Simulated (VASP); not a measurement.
# MgO (Pm-3m) in VASP: a series of runs, part 2 of 2

VASP 6.6.1.

## (3) Single point, PBEsol (volume scaled by 0.800)

File INCAR:

```
SYSTEM = MgO
ALGO = Normal
EDIFF = 1E-6
ENCUT = 520
GGA = PS
ISIF = 2
ISMEAR = 0
LASPH = .TRUE.
LCHARG = .FALSE.
LREAL = .FALSE.
LWAVE = .FALSE.
NBANDS = 11
NELM = 80
PREC = Accurate
SIGMA = 0.05
```

File KPOINTS:

```
k-points
0
G
  14 14 14
  0 0 0
```

File POSCAR:

```
MgO
1.0
    2.4444111810      0.0000000000      0.0000000000
    0.0000000000      2.4444111810      0.0000000000
    0.0000000000      0.0000000000      2.4444111810
Mg O
1 1
Direct
    0.0000000000      0.0000000000      0.0000000000
    0.5000000000      0.5000000000      0.5000000000
```

Potentials or basis: VASP PAW PBE potentials, release 64 (Mg, O).

Run with:

```console
cat potpaw_PBE.64/Mg/POTCAR potpaw_PBE.64/O/POTCAR > POTCAR
mpirun -np 1 vasp_std > vasp.out
```

OUTCAR:

```text
SYSTEM = MgO
   EDIFF = 1E-6
   ENCUT = 520
   GGA = PS
   ISIF = 2
   ISMEAR = 0
   LASPH = .TRUE.
   LREAL = .FALSE.
   NELM = 80
   PREC = Accurate

 ion  position               nearest neighbor table
   1  0.000  0.000  0.000-   2 2.12   2 2.12   2 2.12   2 2.12   2 2.12   2 2.12   2 2.12   2 2.12

   2  0.500  0.500  0.500-   1 2.12   1 2.12   1 2.12   1 2.12   1 2.12   1 2.12   1 2.12   1 2.12

  LATTYP: Found a simple cubic cell.
 ALAT       =     2.4444111810

  Lattice vectors:

 A1 = (   2.4444111810,   0.0000000000,   0.0000000000)
 A2 = (   0.0000000000,   2.4444111810,   0.0000000000)
 A3 = (   0.0000000000,   0.0000000000,   2.4444111810)

Analysis of symmetry for initial positions (statically):
=====================================================================
 Subroutine PRICEL returns:
 Original cell was already a primitive cell.

 Routine SETGRP: Setting up the symmetry group for a
 simple cubic supercell.

 Subroutine GETGRP returns: Found 48 space group operations
 (whereof 48 operations were pure point group operations)
 out of a pool of 48 trial point group operations.

The static configuration has the point symmetry O_h .

Analysis of symmetry for dynamics (positions and initial velocities):
=====================================================================
 Subroutine PRICEL returns:
 Original cell was already a primitive cell.

 Routine SETGRP: Setting up the symmetry group for a
 simple cubic supercell.

 Subroutine GETGRP returns: Found 48 space group operations
 (whereof 48 operations were pure point group operations)
 out of a pool of 48 trial point group operations.

The dynamic configuration has the point symmetry O_h .

 Subroutine INISYM returns: Found 48 space group operations
 (whereof 48 operations are pure point group operations),
 and found     1 'primitive' translations

----------------------------------------------------------------------------------------
[... 115 lines left out ...]
  Fermi-wavevector in a.u.,A,eV,Ry     =   1.339463  2.531217 24.411027  1.794160
  Thomas-Fermi vector in A             =   2.467852
   LORBIT       =      0    0 simple, 1 ext, 2 COOP (PROOUT), +10 PAW based schemes
   GGA     = PS    functional components
   LHFCALC =     F    Hartree Fock is set to
   AEXX    =    0.0000 exact exchange contribution
   IVDW    =     0    specifies the selected vdW correction
   LEPSILON=     F    determine dielectric tensor
   LRPA    =     F    only Hartree local field effects (RPA)
 non-spin polarized calculation
 Gauss-broadening in eV      SIGMA  =   0.05
  energy-cutoff  :      520.00
  volume of cell :       14.61
 maximum number of plane-waves:       407
   NGX =  9   NGY =  9   NGZ =  9

 number of electron       7.9999992 magnetization

 Free energy of the ion-electron system (eV)
  ---------------------------------------------------
  ext. energy  EPLUGINS =         0.00000000
  ---------------------------------------------------
  free energy    TOTEN  =       -10.54151173 eV

  energy without entropy =      -10.54151173  energy(sigma->0) =      -10.54151173

 E-fermi :   7.5447     XC(G=0): -12.6492

 val. band max:        7.2072757029   @ k =   0.5000   0.5000   0.0000
 cond. band min:      12.0801101619   @ k =   0.0000   0.0000   0.0000
 fundamental gap:      4.8728344591
 Fermi energy:         7.5447053070

 k-point     1 :       0.0000    0.0000    0.0000
  band No.  band energies     occupation
      1     -13.0099      2.00000
      2       5.9132      2.00000
      3       5.9132      2.00000
      4       5.9132      2.00000
      5      12.0801      0.00000
      6      17.7874      0.00000
      7      17.7874      0.00000
      8      31.3692      0.00000
      9      31.3692      0.00000
     10      31.3692      0.00000
     11      37.7265      0.00000
[... 309 lines left out ...]
 k-point    24 :       0.3571    0.2143    0.0000
  band No.  band energies     occupation
      1     -11.1207      2.00000
      2       0.7970      2.00000
      3       3.8447      2.00000
      4       6.5931      2.00000
      5      16.5202      0.00000
      6      18.2665      0.00000
      7      21.0978      0.00000
      8      26.5692      0.00000
      9      28.5824      0.00000
     10      30.9444      0.00000
     11      31.1508      0.00000

 [... further k-points ...]
[... 5 lines left out ...]
  --------------------------------------------------------------------------------------
  -------------------------------------------------------------------------------------
  Total        4.7324759      4.7324759      4.7324759     -0.0000000     -0.0000000      0.0000000
  in kB      519.1300980    519.1300980    519.1300980     -0.0000000     -0.0000000      0.0000000
  external PRESSURE =     519.1300980 kB  Pullay stress =       0.0000000 kB

 VOLUME and BASIS-vectors are now :
 -----------------------------------------------------------------------------
  energy-cutoff  :      520.00
  volume of cell :       14.61
      direct lattice vectors                 reciprocal lattice vectors
     2.444411181  0.000000000  0.000000000     0.409096476  0.000000000  0.000000000
     0.000000000  2.444411181  0.000000000     0.000000000  0.409096476  0.000000000
     0.000000000  0.000000000  2.444411181     0.000000000  0.000000000  0.409096476

 POSITION                                       TOTAL-FORCE (eV/Angst)
 -----------------------------------------------------------------------------------
      0.00000      0.00000      0.00000         0.000000      0.000000      0.000000
      1.22221      1.22221      1.22221         0.000000      0.000000      0.000000
 -----------------------------------------------------------------------------------
    total drift:                                0.000000     -0.000000      0.000000

  FREE ENERGIE OF THE ION-ELECTRON SYSTEM (eV)
  ---------------------------------------------------
  free  energy   TOTEN  =       -10.5415117297 eV

  energy  without entropy=      -10.5415117297  energy(sigma->0) =      -10.54151173
```

OSZICAR:

```text
N       E                     dE             d eps       ncg     rms          rms(c)
DAV:   1     0.142271567279E+02    0.14227E+02   -0.49126E+03  3168   0.674E+02
DAV:   2    -0.116694050145E+02   -0.25897E+02   -0.25411E+02  3077   0.140E+02
DAV:   3    -0.121128105733E+02   -0.44341E+00   -0.44317E+00  3047   0.154E+01
DAV:   4    -0.121135800202E+02   -0.76945E-03   -0.76944E-03  2916   0.730E-01
DAV:   5    -0.121135816827E+02   -0.16625E-05   -0.16625E-05  3072   0.330E-02    0.685E+00
DAV:   6    -0.106188671913E+02    0.14947E+01   -0.62076E+00  2691   0.149E+01    0.192E+00
DAV:   7    -0.105684889559E+02    0.50378E-01   -0.77048E-02  2919   0.218E+00    0.125E+00
DAV:   8    -0.105416401027E+02    0.26849E-01   -0.19345E-02  2850   0.144E+00    0.150E-01
DAV:   9    -0.105415319686E+02    0.10813E-03   -0.22237E-04  3013   0.108E-01    0.902E-02
DAV:  10    -0.105415123230E+02    0.19646E-04   -0.78907E-05  2870   0.733E-02    0.577E-03
DAV:  11    -0.105415117297E+02    0.59328E-06   -0.27632E-06  2307   0.121E-02
   1 F= -.10541512E+02 E0= -.10541512E+02  d E =-.512689E-24
```

Wall time 7.9 s (1 thread of Intel Xeon Platinum 8488C (Sapphire Rapids), shared host); peak memory 0.13 GiB.

What came out:

| Property | Result |
| --- | --- |
| Free energy | -10.5415 eV |
| Pressure | 51.9 GPa |
| Band gap on the k mesh | 4.87 eV, indirect (least direct gap 5.63 eV) |

Caveat: the PAW data sets were made with another functional, which shifts forces and pressure a little.

## (4) Single point, PBEsol (volume scaled by 0.840)

File INCAR:

```
PREC = Accurate
ENCUT = 520
EDIFF = 1E-6
ISMEAR = 0
SIGMA = 0.05
LREAL = False
LASPH = True
NELM = 80
ALGO = Normal
ISIF = 2
LWAVE = False
LCHARG = True
GGA = PS
LELF = True
LVHAR = True
NBANDS = 11
```

File KPOINTS:

```
Automatic mesh
0
Gamma
  14 14 14
```

File POSCAR:

```
MgO
1.0
    2.4844906189      0.0000000000      0.0000000000
    0.0000000000      2.4844906189      0.0000000000
    0.0000000000      0.0000000000      2.4844906189
Mg O
1 1
Direct
    0.0000000000      0.0000000000      0.0000000000
    0.5000000000      0.5000000000      0.5000000000
```

Run with:

```console
cat potpaw_PBE.64/Mg/POTCAR potpaw_PBE.64/O/POTCAR > POTCAR
mpirun -np 1 vasp_std > vasp.out
```

Run time: 9.7 s. Hardware: 1 thread of Intel Xeon Platinum 8488C (Sapphire Rapids), shared host; peak memory 0.13 GiB.

It converged, with:

```
Free energy            : -10.7430 eV
Pressure               : 36.5 GPa
Band gap on the k mesh : 4.28 eV, indirect (least direct gap 5.46 eV)
```

Levels at points of the mesh, in eV from the valence-band top:
| k point | band 1 | band 2 | band 3 | band 4 | band 5 | band 6 | band 7 | band 8 |
| --- | --- | --- | --- | --- | --- | --- | --- | --- |
| (0.00, 0.00, 0.00) | -19.80 | -1.23 | -1.23 | -1.23 | 4.28 | 10.53 | 10.53 | 23.24 |
| (0.50, 0.00, 0.00) | -18.10 | -7.74 | -0.73 | -0.73 | 8.55 | 11.39 | 15.29 | 18.17 |
| (0.50, 0.50, 0.00) | -16.92 | -5.70 | -5.70 | 0.00 | 5.46 | 14.08 | 14.08 | 14.68 |
| (0.50, 0.50, 0.50) | -15.69 | -4.58 | -4.58 | -4.58 | 8.12 | 8.12 | 8.12 | 19.71 |

Caveat: the PAW data sets were made with another functional, which shifts forces and pressure a little. A k mesh can miss the band edges.

## (5) Single point, PBEsol (volume scaled by 0.880)

File INCAR:

```
SYSTEM = MgO
PREC = Accurate
ENCUT = 520
EDIFF = 1E-6
ISMEAR = 0
SIGMA = 0.05
LREAL = .FALSE.
LASPH = .TRUE.
NELM = 60
ALGO = Normal
ISIF = 2
LWAVE = .FALSE.
LCHARG = .FALSE.
GGA = PS
NBANDS = 11
```

File KPOINTS:

```
Automatic mesh
0
G
  14 14 14
  0 0 0
```

File POSCAR:

```
MgO
1.0
    2.5233170561      0.0000000000      0.0000000000
    0.0000000000      2.5233170561      0.0000000000
    0.0000000000      0.0000000000      2.5233170561
Mg O
1 1
Direct
    0.0000000000      0.0000000000      0.0000000000
    0.5000000000      0.5000000000      0.5000000000
```

Run with:

```console
cat potpaw_PBE.64/Mg/POTCAR potpaw_PBE.64/O/POTCAR > POTCAR
mpirun -np 1 vasp_std > vasp.out
```

Wall time 11 s (1 thread of Intel Xeon Platinum 8488C (Sapphire Rapids), shared host); peak memory 0.14 GiB.

Results (log left out):

```
Free energy            : -10.8813 eV
Pressure               : 24.1 GPa
Band gap on the k mesh : 3.75 eV, indirect (least direct gap 4.92 eV)
```

Levels at points of the mesh, in eV from the valence-band top:
| k point | band 1 | band 2 | band 3 | band 4 | band 5 | band 6 | band 7 | band 8 | band 9 |
| --- | --- | --- | --- | --- | --- | --- | --- | --- | --- |
| (0.00, 0.00, 0.00) | -19.42 | -1.17 | -1.17 | -1.17 | 3.75 | 10.47 | 10.47 | 22.39 | 22.39 |
| (0.50, 0.00, 0.00) | -17.85 | -7.41 | -0.68 | -0.68 | 8.08 | 10.82 | 15.05 | 17.93 | 19.42 |
| (0.50, 0.50, 0.00) | -16.75 | -5.44 | -5.44 | 0.00 | 5.29 | 13.52 | 13.52 | 14.27 | 20.17 |
| (0.50, 0.50, 0.50) | -15.63 | -4.32 | -4.32 | -4.32 | 7.91 | 7.91 | 7.91 | 18.75 | 20.40 |

Caveat: the PAW data sets were made with another functional, which shifts forces and pressure a little.

## (6) The runs side by side

| cell | gap on the mesh (eV) | pressure (GPa) |
| --- | --- | --- |
| a = 2.403 Å, 2 atoms | 5.55 | 71.2 |
| a = 2.444 Å, 2 atoms | 4.87 | 51.9 |
| a = 2.484 Å, 2 atoms | 4.28 | 36.5 |
| a = 2.523 Å, 2 atoms | 3.75 | 24.1 |

Alike in all rows: task single point; level PBEsol; potentials or basis VASP PAW PBE potentials, release 64 (Mg, O); no spin polarisation; k mesh 14 × 14 × 14; cutoff (eV) 520; smearing gaussian 0.05 eV.

Caveats: the PAW data sets were made with another functional, which shifts forces and pressure a little.

Absolute energies hang on the potentials; compare differences alone.
